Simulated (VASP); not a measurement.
# K7Mg8F23 (a cell with a defect) in VASP: notebook

K7Mg8F23 (a cell with a defect) is run at these levels: PBEsol; tasks: single point, relaxation of the atoms.

All numbers are computed with VASP 6.6.1; they aren't measurements. Logs are shortened: lines on timing, memory, paths and dates and some standing lists are left out, and cuts for length are marked.

### 1 The cell of the first run

The cell holds a defect, 38 atoms: a = 7.983 Å, b = 7.983 Å, c = 7.983 Å, α = 90.00°, β = 90.00°, γ = 90.00°.

### 2 Single point, PBEsol

INCAR reads:

```
PREC = Accurate
ENCUT = 520
EDIFF = 1E-6
ISMEAR = -1
SIGMA = 0.05
LREAL = Auto
LASPH = T
NELM = 100
ALGO = Normal
ISIF = 2
LWAVE = F
LCHARG = F
GGA = PS
NBANDS = 145
ISYM = 0
```

KPOINTS reads:

```
Automatic mesh
0
Gamma
  1 1 1
  0.25 0.25 0.25
```

POSCAR reads:

```
K7Mg8F23
1.0
    7.9825440000      0.0000000000      0.0000000000
    0.0000000000      7.9825440000      0.0000000000
    0.0000000000      0.0000000000      7.9825440000
K Mg F
7 8 23
Direct
    0.9921920000      0.9926190000      0.0007190000
    0.9901910000      0.9906200000      0.5005970000
    0.9954370000      0.5075750000      0.0007180000
    0.9857500000      0.5106540000      0.5007570000
    0.5071470000      0.9958350000      0.0006890000
    0.5102130000      0.9861470000      0.5006910000
    0.5065330000      0.5068860000      0.0007000000
    0.2516490000      0.2520590000      0.2351740000
    0.2515990000      0.2520270000      0.7662350000
    0.2520250000      0.7477060000      0.2556000000
    0.2519970000      0.7477240000      0.7458030000
    0.7472860000      0.2524560000      0.2556060000
    0.7472850000      0.2524370000      0.7457970000
    0.7463380000      0.7467710000      0.2523800000
    0.7463220000      0.7467600000      0.7490320000
    0.2372760000      0.2374920000      0.0006990000
    0.2480980000      0.7593590000      0.0007040000
    0.2407610000      0.7486500000      0.5006910000
    0.7588320000      0.2485520000      0.0007170000
    0.7483410000      0.2411520000      0.5006930000
    0.7501860000      0.7506000000      0.0007100000
    0.7548640000      0.7553010000      0.5007090000
    0.0084270000      0.2505400000      0.2745450000
    0.0083650000      0.2503880000      0.7269400000
    0.0001220000      0.7517040000      0.2481310000
    0.0000970000      0.7517540000      0.7532720000
    0.4946350000      0.2447880000      0.2483360000
    0.4946080000      0.2448000000      0.7530240000
    0.4985960000      0.7577270000      0.2424080000
    0.4985690000      0.7577250000      0.7590300000
    0.2500190000      0.0088560000      0.2746340000
    0.2499520000      0.0088200000      0.7267850000
    0.2444230000      0.4950640000      0.2481910000
    0.2443280000      0.4950480000      0.7531410000
    0.7513380000      0.0005460000      0.2481310000
    0.7513010000      0.0005340000      0.7532910000
    0.7572570000      0.4990290000      0.2424250000
    0.7572820000      0.4990100000      0.7590270000
```

Potentials or basis: VASP PAW PBE potentials, release 64 (K_sv, Mg, F).

The run is started by

```console
$ cat potpaw_PBE.64/K_sv/POTCAR potpaw_PBE.64/Mg/POTCAR potpaw_PBE.64/F/POTCAR > POTCAR
$ mpirun -np 1 vasp_std > vasp.out
```

OUTCAR:

```text
PREC = Accurate
   ENCUT = 520
   EDIFF = 1E-6
   ISMEAR = -1
   LREAL = Auto
   LASPH = T
   NELM = 100
   ISIF = 2
   GGA = PS
   ISYM = 0

 ion  position               nearest neighbor table
   1  0.992  0.993  0.001-  21 2.73  35 2.76  26 2.76  36 2.76  25 2.76  17 2.76  19 2.76  16 2.77
                            14 3.43  15 3.43   9 3.48   8 3.48  11 3.50  10 3.50  12 3.50  13 3.50
   2  0.990  0.991  0.501-  22 2.66  31 2.75  32 2.75  23 2.75  24 2.75  35 2.78  25 2.78  26 2.78
                            36 2.78  20 2.78  18 2.78  14 3.39  15 3.39  12 3.46  10 3.46  11 3.46
   3  0.995  0.508  0.001-  38 2.71  37 2.71  21 2.76  25 2.77  26 2.78  19 2.80  33 2.80  34 2.80
                            17 2.85  14 3.41  15 3.41   8 3.44   9 3.44  10 3.47  11 3.47  12 3.49
   4  0.986  0.511  0.501-  22 2.69  38 2.75  37 2.75  23 2.76  24 2.76  18 2.78  26 2.79  25 2.79
                            15 3.34  14 3.34  13 3.42  12 3.42  11 3.45  10 3.45   9 3.64   8 3.64
   5  0.507  0.996  0.001-  30 2.71  29 2.71  21 2.76  36 2.77  35 2.78  17 2.80  27 2.80  28 2.81
                            19 2.85  15 3.41  14 3.41   9 3.44   8 3.44  13 3.47  12 3.47  11 3.49
   6  0.510  0.986  0.501-  22 2.69  29 2.75  30 2.75  31 2.76  32 2.76  20 2.79  35 2.79  36 2.79
                            14 3.34  15 3.34  10 3.42  11 3.42  13 3.45  12 3.45   8 3.64   9 3.64
   7  0.507  0.507  0.001-  21 2.75  38 2.78  37 2.78  30 2.78  29 2.78  15 3.37  14 3.37   8 3.43
                             9 3.43  12 3.46  13 3.46  10 3.46  11 3.46
   8  0.252  0.252  0.235-  16 1.88  27 1.94  33 1.94  31 1.97  23 1.97   7 3.43   3 3.44   5 3.44
                             1 3.48   2 3.63   6 3.64   4 3.64
   9  0.252  0.252  0.766-  16 1.88  28 1.94  34 1.94  32 1.97  24 1.97   7 3.43   3 3.44   5 3.44
                             1 3.48   2 3.63   4 3.64   6 3.64
  10  0.252  0.748  0.256-  18 1.96  29 1.97  25 2.01  33 2.02  17 2.04  31 2.09   6 3.42   4 3.45
                             2 3.46   7 3.46   3 3.47   5 3.49   1 3.50
  11  0.252  0.748  0.746-  18 1.96  30 1.97  26 2.01  34 2.02  17 2.04  32 2.09   6 3.42   4 3.45
                             2 3.46   7 3.46   3 3.47   5 3.49   1 3.50
  12  0.747  0.252  0.256-  20 1.96  37 1.97  35 2.01  27 2.02  19 2.04  23 2.09   4 3.42   6 3.45
                             2 3.46   7 3.46   5 3.47   3 3.49   1 3.50
  13  0.747  0.252  0.746-  20 1.96  38 1.97  36 2.01  28 2.02  19 2.04  24 2.09   4 3.42   6 3.45
                             2 3.46   7 3.46   5 3.47   3 3.49   1 3.50
  14  0.746  0.747  0.252-  37 1.98  29 1.98  22 1.98  21 2.01  35 2.03  25 2.03   6 3.34   4 3.34
                             7 3.37   2 3.39   5 3.41   3 3.41   1 3.43
  15  0.746  0.747  0.749-  38 1.98  30 1.98  22 1.98  21 2.01  36 2.03  26 2.03   4 3.34   6 3.34
                             7 3.37   2 3.39   5 3.41   3 3.41   1 3.43
  16  0.237  0.237  0.001-   9 1.88   8 1.88   1 2.77
  17  0.248  0.759  0.001-  10 2.04  11 2.04   1 2.76   5 2.80   3 2.85
  18  0.241  0.749  0.501-  10 1.96  11 1.96   2 2.78   4 2.78
  19  0.759  0.249  0.001-  12 2.04  13 2.04   1 2.76   3 2.80   5 2.85
  20  0.748  0.241  0.501-  12 1.96  13 1.96   2 2.78   6 2.79
  21  0.750  0.751  0.001-  14 2.01  15 2.01   1 2.73   7 2.75   5 2.76   3 2.76
  22  0.755  0.755  0.501-  15 1.98  14 1.98   2 2.66   6 2.69   4 2.69
  23  0.008  0.251  0.275-   8 1.97  12 2.09   2 2.75   4 2.76
  24  0.008  0.250  0.727-   9 1.97  13 2.09   2 2.75   4 2.76
  25  0.000  0.752  0.248-  10 2.01  14 2.03   1 2.76   3 2.77   2 2.78   4 2.79
  26  0.000  0.752  0.753-  11 2.01  15 2.03   1 2.76   3 2.78   2 2.78   4 2.79
  27  0.495  0.245  0.248-   8 1.94  12 2.02   5 2.80
  28  0.495  0.245  0.753-   9 1.94  13 2.02   5 2.81
  29  0.499  0.758  0.242-  10 1.97  14 1.98   5 2.71   6 2.75   7 2.78
  30  0.499  0.758  0.759-  11 1.97  15 1.98   5 2.71   6 2.75   7 2.78
  31  0.250  0.009  0.275-   8 1.97  10 2.09   2 2.75   6 2.76
  32  0.250  0.009  0.727-   9 1.97  11 2.09   2 2.75   6 2.76
  33  0.244  0.495  0.248-   8 1.94  10 2.02   3 2.80
  34  0.244  0.495  0.753-   9 1.94  11 2.02   3 2.80
  35  0.751  0.001  0.248-  12 2.01  14 2.03   1 2.76   5 2.78   2 2.78   6 2.79
  36  0.751  0.001  0.753-  13 2.01  15 2.03   1 2.76   5 2.77   2 2.78   6 2.79
  37  0.757  0.499  0.242-  12 1.97  14 1.98   3 2.71   4 2.75   7 2.78
  38  0.757  0.499  0.759-  13 1.97  15 1.98   3 2.71   4 2.75   7 2.78

IMPORTANT INFORMATION: All symmetrisations will be switched off!
NOSYMM: (Re-)initialisation of all symmetry stuff for point group C_1.

----------------------------------------------------------------------------------------

                                     Primitive cell

  volume of cell :     508.6558

  direct lattice vectors                    reciprocal lattice vectors
     7.982544000  0.000000000  0.000000000     0.125273346  0.000000000  0.000000000
     0.000000000  7.982544000  0.000000000     0.000000000  0.125273346  0.000000000
     0.000000000  0.000000000  7.982544000     0.000000000  0.000000000  0.125273346

  length of vectors
     7.982544000  7.982544000  7.982544000     0.125273346  0.125273346  0.125273346

  position of ions in fractional coordinates (direct lattice)
     0.992192000  0.992619000  0.000719000
     0.990191000  0.990620000  0.500597000
     0.995437000  0.507575000  0.000718000
     0.985750000  0.510654000  0.500757000
     0.507147000  0.995835000  0.000689000
     0.510213000  0.986147000  0.500691000
[... 30 lines left out ...]
     0.757257000  0.499029000  0.242425000
     0.757282000  0.499010000  0.759027000

  ion indices of the primitive-cell ions
   primitive index   ion index
                 1           1
                 2           2
                 3           3
                 4           4
                 5           5
                 6           6
[... 30 lines left out ...]
                37          37
                38          38

----------------------------------------------------------------------------------------

 KPOINTS: Automatic mesh

Automatic generation of k-mesh.
 Grid dimensions read from file:
 generate k-points for:    1    1    1

 Generating k-lattice:

  Cartesian coordinates                     Fractional coordinates (reciprocal lattice)
     0.125273346  0.000000000  0.000000000     1.000000000  0.000000000  0.000000000
     0.000000000  0.125273346  0.000000000     0.000000000  1.000000000  0.000000000
     0.000000000  0.000000000  0.125273346     0.000000000  0.000000000  1.000000000

  Length of vectors
     0.125273346  0.125273346  0.125273346

  Shift w.r.t. Gamma in fractional coordinates (k-lattice)
     0.250000000  0.250000000  0.250000000

 Subroutine IBZKPT returns following result:
 ===========================================

 Found      4 irreducible k-points:

 Following reciprocal coordinates:
            Coordinates               Weight
  0.250000  0.250000  0.250000      2.000000
 -0.250000  0.250000  0.250000      2.000000
 -0.250000 -0.250000  0.250000      2.000000
  0.250000 -0.250000  0.250000      2.000000
   k-points           NKPTS =      4   k-points in BZ     NKDIM =      4   number of bands    NBANDS=    145
   number of dos      NEDOS =    301   number of ions     NIONS =     38
   total plane-waves  NPLWV = 216000
   dimension x,y,z NGX =    60 NGY =   60 NGZ =   60
   dimension x,y,z NGXF=   120 NGYF=  120 NGZF=  120
   ions per type =               7   8  23
   NGX,Y,Z   is equivalent  to a cutoff of  12.50, 12.50, 12.50 a.u.
   NGXF,Y,Z  is equivalent  to a cutoff of  24.99, 24.99, 24.99 a.u.
 SYSTEM =  unknown system
   PREC   = accura    normal or accurate (medium, high low for compatibility)
   ISTART =      0    job   : 0-new  1-cont  2-samecut
   ICHARG =      2    charge: 1-file 2-atom 10-const
   ISPIN  =      1    spin polarized calculation?
   LNONCOLLINEAR =      F non collinear calculations
   LSORBIT =      F    spin-orbit coupling
   LASPH  =      T    aspherical Exc in radial PAW
   ENCUT  =  520.0 eV  38.22 Ry    6.18 a.u.  14.84 14.84 14.84*2*pi/ulx,y,z
   NELM   =    100;   NELMIN=  2; NELMDL= -5     # of ELM steps
   EDIFF  = 0.1E-05   stopping-criterion for ELM
   LREAL  =      T    real-space projection
   EDIFFG = 0.1E-04   stopping-criterion for IOM
   NSW    =      0    number of steps for IOM
   IBRION =     -1    ionic relax: 0-MD 1-quasi-New 2-CG
   NFREE  =      0    steps in history (QN), initial steepest desc. (CG)
   ISIF   =      2    stress and relaxation
   ISYM   =      0    0-nonsym 1-usesym 2-fastsym
   POTIM  = 0.5000    time-step for ionic-motion
   TEBEG  =    0.0;   TEEND  =   0.0 temperature during run
   PSTRESS=    0.0 pullay stress
   NELECT =     240.0000    total number of electrons
   NUPDOWN=      -1.0000    fix difference up-down
   EMIN   =  10.00;   EMAX   =-10.00  energy-range for DOS
   EFERMI =   0.00;   METHOD = LEGACY
   ISMEAR =    -1;   SIGMA  =   0.05  broadening in eV -4-tet -1-fermi 0-gaus
   EFERMI_NEDOS =   21; number of points for ismear=-14 and -15
   IALGO  =     38    algorithm
   IMIX   =      4    mixing-type and parameters
     AMIX     =   0.40;   BMIX     =  1.00
     AMIX_MAG =   1.60;   BMIX_MAG =  1.00
  volume/ion in A,a.u.               =      13.39        90.33
  Fermi-wavevector in a.u.,A,eV,Ry     =   1.274492  2.408441 22.100364  1.624331
  Thomas-Fermi vector in A             =   2.407257
   LORBIT       =      0    0 simple, 1 ext, 2 COOP (PROOUT), +10 PAW based schemes
   GGA     = PS    functional components
   LHFCALC =     F    Hartree Fock is set to
   AEXX    =    0.0000 exact exchange contribution
   IVDW    =     0    specifies the selected vdW correction
   LEPSILON=     F    determine dielectric tensor
   LRPA    =     F    only Hartree local field effects (RPA)
 non-spin polarized calculation
  energy-cutoff  :      520.00
  volume of cell :      508.66
 maximum number of plane-waves:     13679
   NGX = 29   NGY = 29   NGZ = 29

 number of electron     239.9999865 magnetization

 Free energy of the ion-electron system (eV)
  ---------------------------------------------------
  ext. energy  EPLUGINS =         0.00000000
  ---------------------------------------------------
  free energy    TOTEN  =      -191.43339471 eV

  energy without entropy =     -191.43339471  energy(sigma->0) =     -191.43339471

 E-fermi :  -0.8276     XC(G=0):  -9.5029

 val. band max:       -2.0446430308   @ k =  -0.2500   0.2500   0.2500
 cond. band min:       4.5253926618   @ k =  -0.2500  -0.2500   0.2500
 fundamental gap:      6.5700356925
 Fermi energy:        -0.8275649319

 k-point     1 :       0.2500    0.2500    0.2500
  band No.  band energies     occupation
      1     -27.6171      2.00000
      2     -27.5641      2.00000
      3     -27.5023      2.00000
      4     -27.5016      2.00000
      5     -27.4874      2.00000
      6     -27.4854      2.00000
[... 529 lines left out ...]
    131       8.4802      0.00000
    132       8.6479      0.00000
 [bands above 132 left out]

------------------------ aborting loop because EDIFF is reached ----------------------------------------

  FORCE on cell =-STRESS in cart. coord.  units (eV):
  Direction    XX          YY          ZZ          XY          YZ          ZX
  --------------------------------------------------------------------------------------
  -------------------------------------------------------------------------------------
  Total       -3.3454970     -3.3478343      0.7186322     -0.3606864     -0.0083332     -0.0068876
  in kB      -10.5377347    -10.5450968      2.2635667     -1.1360994     -0.0262480     -0.0216947
  external PRESSURE =      -6.2730883 kB  Pullay stress =       0.0000000 kB

 VOLUME and BASIS-vectors are now :
 -----------------------------------------------------------------------------
  energy-cutoff  :      520.00
  volume of cell :      508.66
      direct lattice vectors                 reciprocal lattice vectors
     7.982544000  0.000000000  0.000000000     0.125273346  0.000000000  0.000000000
     0.000000000  7.982544000  0.000000000     0.000000000  0.125273346  0.000000000
     0.000000000  0.000000000  7.982544000     0.000000000  0.000000000  0.125273346

 POSITION                                       TOTAL-FORCE (eV/Angst)
 -----------------------------------------------------------------------------------
      7.92022      7.92362      0.00574         0.002090      0.001758     -0.000912
      7.90424      7.90767      3.99604        -0.000897      0.001678      0.003451
      7.94612      4.05174      0.00573         0.003831     -0.008009      0.000101
      7.86879      4.07632      3.99731         0.015247     -0.012385      0.000761
      4.04832      7.94930      0.00550        -0.007695      0.002687      0.000160
      4.07280      7.87196      3.99679        -0.009095      0.016286      0.002594
[... 30 lines left out ...]
      6.04484      3.98352      1.93517        -0.005163     -0.003370      0.006086
      6.04504      3.98337      6.05897        -0.005242     -0.002731     -0.007077
 -----------------------------------------------------------------------------------
    total drift:                               -0.000181     -0.012749      0.034443

  FREE ENERGIE OF THE ION-ELECTRON SYSTEM (eV)
  ---------------------------------------------------
  free  energy   TOTEN  =      -191.4333947147 eV

  energy  without entropy=     -191.4333947146  energy(sigma->0) =     -191.43339471
```

Run time: 7 min. Hardware: 1 thread of Intel Xeon Platinum 8259CL at 2.50GHz (Skylake/Cascade Lake), shared host; peak memory 0.59 GiB.

What came out:

```yaml
Free_energy: -191.4334 eV
Pressure: -0.6 GPa
Largest_force: 0.025 eV/Å
Band_gap_on_the_k_mesh: 6.57 eV
```

Forces on the atoms (eV/Å):
```
K    0.002  0.002 -0.001
K   -0.001  0.002  0.003
K    0.004 -0.008  0.000
K    0.015 -0.012  0.001
K   -0.008  0.003  0.000
K   -0.009  0.016  0.003
K   -0.011 -0.009  0.002
Mg   0.001  0.001 -0.025
Mg   0.002  0.001  0.024
Mg   0.002 -0.005  0.002
Mg   0.001 -0.005 -0.005
Mg  -0.005  0.001  0.003
Mg  -0.006  0.000 -0.004
Mg   0.002  0.001 -0.002
Mg   0.001  0.003  0.001
F   -0.006 -0.004  0.003
F    0.000 -0.001 -0.001
F    0.011 -0.002 -0.001
F    0.001 -0.001 -0.002
F   -0.003  0.010  0.000
F   -0.004 -0.002  0.001
F   -0.005 -0.007 -0.003
F    0.000 -0.002 -0.011
F    0.001  0.001  0.013
F    0.003  0.002 -0.002
F    0.002  0.003  0.000
F    0.007  0.007  0.002
F    0.005  0.005  0.000
F   -0.003 -0.004  0.006
F   -0.003 -0.005 -0.007
F   -0.002 -0.001 -0.010
F    0.000  0.001  0.014
F    0.005  0.004  0.002
F    0.006  0.004 -0.001
F    0.001  0.005 -0.003
F    0.002  0.003 -0.001
F   -0.005 -0.003  0.006
F   -0.005 -0.003 -0.007
```

Stress tensor (GPa, compression positive):
```
-1.05 -0.11  0.00
-0.11 -1.05  0.00
 0.00  0.00  0.23
```

Levels at points of the mesh, in eV from the valence-band top:
```csv
k point,band 118,band 119,band 120,band 121,band 122,band 123
"(0.25, 0.25, 0.25)",-0.08,-0.03,-0.01,6.57,8.21,9.06
```

Caveat: the PAW data sets were made with another functional, which shifts forces and pressure a little.

[end of part 1 of 2]
